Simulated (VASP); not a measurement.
# Si2W (I4/mmm) in VASP: a series of runs, part 2 of 2

VASP 6.6.1. The steps go on from the part before.

**3. Single point, PBEsol+U**

This run uses another cell than the first one, of 13.38 Å³/atom.

Contents of INCAR:

```
PREC = Accurate
ENCUT = 520
EDIFF = 1E-6
ISMEAR = -1
SIGMA = 0.05
LREAL = F
LASPH = T
NELM = 150
ALGO = Normal
ISIF = 2
LWAVE = F
LCHARG = T
LMAXMIX = 4
LDAU = T
LDAUTYPE = 2
LDAUL = 2 -1
LDAUU = 8 0
LDAUJ = 0 0
LDAUPRINT = 1
GGA = PS
LELF = T
LVHAR = T
NBANDS = 18
```

Contents of KPOINTS:

```
regular mesh
0
Gamma
  12 12 12
```

Contents of POSCAR:

```
Si2W
1.0
   -1.6081375433      1.6081375433      3.8803147707
    1.6081375433     -1.6081375433      3.8803147707
    1.6081375433      1.6081375433     -3.8803147707
W Si
1 2
Direct
    0.0000000000      0.0000000000      0.0000000000
    0.6622558257      0.6622558257      0.0000000000
    0.3377441743      0.3377441743      0.0000000000
```

Potentials or basis: VASP PAW PBE potentials, release 64 (W_sv, Si).

Command:

```sh
$ cat potpaw_PBE.64/W_sv/POTCAR potpaw_PBE.64/Si/POTCAR > POTCAR
$ mpirun -np 1 vasp_std > vasp.out
```

OUTCAR:

```text
PREC = Accurate
   ENCUT = 520
   EDIFF = 1E-6
   ISMEAR = -1
   LREAL = F
   LASPH = T
   NELM = 150
   ISIF = 2
   GGA = PS

 ion  position               nearest neighbor table
   1  0.000  0.000  0.000-   2 2.60   2 2.60   3 2.60   3 2.60   2 2.60   2 2.60   3 2.60   3 2.60
                             2 2.62   3 2.62
   2  0.662  0.662  0.000-   3 2.52   1 2.60   1 2.60   1 2.60   1 2.60   1 2.62   3 2.65   3 2.65
                             3 2.65   3 2.65
   3  0.338  0.338  0.000-   2 2.52   1 2.60   1 2.60   1 2.60   1 2.60   1 2.62   2 2.65   2 2.65
                             2 2.65   2 2.65

  LATTYP: Found a body centered tetragonal cell.
 ALAT       =     3.2162750866
 C/A-ratio  =     2.4129246823

  Lattice vectors:

 A1 = (  -1.6081375433,   1.6081375433,   3.8803147707)
 A2 = (   1.6081375433,  -1.6081375433,   3.8803147707)
 A3 = (   1.6081375433,   1.6081375433,  -3.8803147707)

Analysis of symmetry for initial positions (statically):
=====================================================================
 Subroutine PRICEL returns:
 Original cell was already a primitive cell.

 Routine SETGRP: Setting up the symmetry group for a
 body centered tetragonal supercell.

 Subroutine GETGRP returns: Found 16 space group operations
 (whereof 16 operations were pure point group operations)
 out of a pool of 16 trial point group operations.

The static configuration has the point symmetry D_4h.

Analysis of symmetry for dynamics (positions and initial velocities):
=====================================================================
 Subroutine PRICEL returns:
 Original cell was already a primitive cell.

[... 177 lines left out ...]
  o =  0.4181  v =  1.0000  0.0000  0.0000  0.0000  0.0000  0.0000  0.0000  0.0000  0.0000  0.0000      0.0000  0.0000  0.0000  0.0000  0.0000  0.0000  0.0000  0.0000  0.0000  0.0000
  o =  0.4181  v =  0.0000  0.0000  0.0000  0.0000  0.0000  1.0000  0.0000  0.0000  0.0000  0.0000      0.0000  0.0000  0.0000  0.0000  0.0000  0.0000  0.0000  0.0000  0.0000  0.0000
  o =  0.4206  v =  0.0000  0.0000  0.0000  0.0000  0.0000  0.0000  0.7513  0.0000 -0.6600  0.0000      0.0000  0.0000  0.0000  0.0000  0.0000  0.0000  0.0000  0.0000  0.0000  0.0000
  o =  0.4206  v =  0.0000  0.7513  0.0000 -0.6600  0.0000  0.0000  0.0000  0.0000  0.0000  0.0000      0.0000  0.0000  0.0000  0.0000  0.0000  0.0000  0.0000  0.0000  0.0000  0.0000
  o =  0.4206  v =  0.0000  0.0000  0.0000  0.0000  0.0000  0.0000  0.6600  0.0000  0.7513 -0.0000      0.0000  0.0000  0.0000  0.0000  0.0000  0.0000  0.0000  0.0000  0.0000  0.0000
  o =  0.4206  v =  0.0000  0.6600  0.0000  0.7513 -0.0000  0.0000  0.0000  0.0000  0.0000  0.0000      0.0000  0.0000  0.0000  0.0000  0.0000  0.0000  0.0000  0.0000  0.0000  0.0000

 number of electron      22.0000000 magnetization

 Free energy of the ion-electron system (eV)
  ---------------------------------------------------
  ext. energy  EPLUGINS =         0.00000000
  ---------------------------------------------------
  free energy    TOTEN  =       -17.62298701 eV

  energy without entropy =      -17.62167195  energy(sigma->0) =      -17.62232948

 E-fermi :  12.1687     XC(G=0): -12.6489

 val. band max:       12.1337462320   @ k =  -0.4167  -0.4167   0.4167
 cond. band min:      12.2553554154   @ k =  -0.4167  -0.4167   0.3333
 fundamental gap:      0.1216091834
 Fermi energy:        12.1687003519

 k-point     1 :       0.0000    0.0000    0.0000
  band No.  band energies     occupation
      1     -62.4741      2.00000
      2     -26.7007      2.00000
      3     -26.7007      2.00000
      4     -26.6576      2.00000
      5      -2.0766      2.00000
      6       5.4028      2.00000
[... 481 lines left out ...]
      5       1.0437      2.00000
      6       3.8261      2.00000
[... 10 lines left out ...]
     17      19.2302      0.00000
     18      20.5940      0.00000

 [... further k-points ...]

------------------------ aborting loop because EDIFF is reached ----------------------------------------

  FORCE on cell =-STRESS in cart. coord.  units (eV):
  Direction    XX          YY          ZZ          XY          YZ          ZX
  --------------------------------------------------------------------------------------
  -------------------------------------------------------------------------------------
  Total        1.9994889      1.9994889      2.9167340      0.0000000      0.0000000      0.0000000
  in kB       79.8098051     79.8098051    116.4217381      0.0000000      0.0000000      0.0000000
  external PRESSURE =      92.0137828 kB  Pullay stress =       0.0000000 kB

 VOLUME and BASIS-vectors are now :
 -----------------------------------------------------------------------------
  energy-cutoff  :      520.00
  volume of cell :       40.14
      direct lattice vectors                 reciprocal lattice vectors
    -1.608137543  1.608137543  3.880314771     0.000000000  0.310918679  0.128855526
     1.608137543 -1.608137543  3.880314771     0.310918679  0.000000000  0.128855526
     1.608137543  1.608137543 -3.880314771     0.310918679  0.310918679  0.000000000

 POSITION                                       TOTAL-FORCE (eV/Angst)
 -----------------------------------------------------------------------------------
      0.00000      0.00000      0.00000         0.000000      0.000000     -0.000000
      0.00000      0.00000      5.13952         0.000000      0.000000      0.427709
      0.00000      0.00000      2.62111        -0.000000     -0.000000     -0.427709
 -----------------------------------------------------------------------------------
    total drift:                               -0.000000      0.000000      0.000000

  FREE ENERGIE OF THE ION-ELECTRON SYSTEM (eV)
  ---------------------------------------------------
  free  energy   TOTEN  =       -17.6229870105 eV

  energy  without entropy=      -17.6216719486  energy(sigma->0) =      -17.62232948
```

Run time: 1.7 min. Hardware: 1 thread of Intel Xeon Platinum 8488C (Sapphire Rapids), shared host; peak memory 0.28 GiB.

Results:

* Free energy: -17.6230 eV
* Pressure: 9.2 GPa
* Largest force: 0.428 eV/Å
* Band gap on the k mesh: zero (bands 11 and 12 overlap by 1.13 eV)

Forces in eV/Å, atoms in the order of the input:
```
W    0.000  0.000  0.000
Si   0.000  0.000  0.428
Si   0.000  0.000 -0.428
```

Eigenvalues of the final occupation matrices:
```
    site  spin  trace               eigenvalues
site 1 d     1   1.75  0.21 0.28 0.42 0.42 0.42
site 1 d     2   1.75  0.21 0.28 0.42 0.42 0.42
```

Caveat: the cell stands under pressure; the PAW data sets were made with another functional, which shifts forces and pressure a little; spin-orbit coupling is left out, which moves the levels of the heavy elements; U without spin polarisation on a metal has little footing; the U is typed as a test and isn't derived for this compound.

The gap in the log of VASP goes by the Fermi energy; the results here count the filled bands.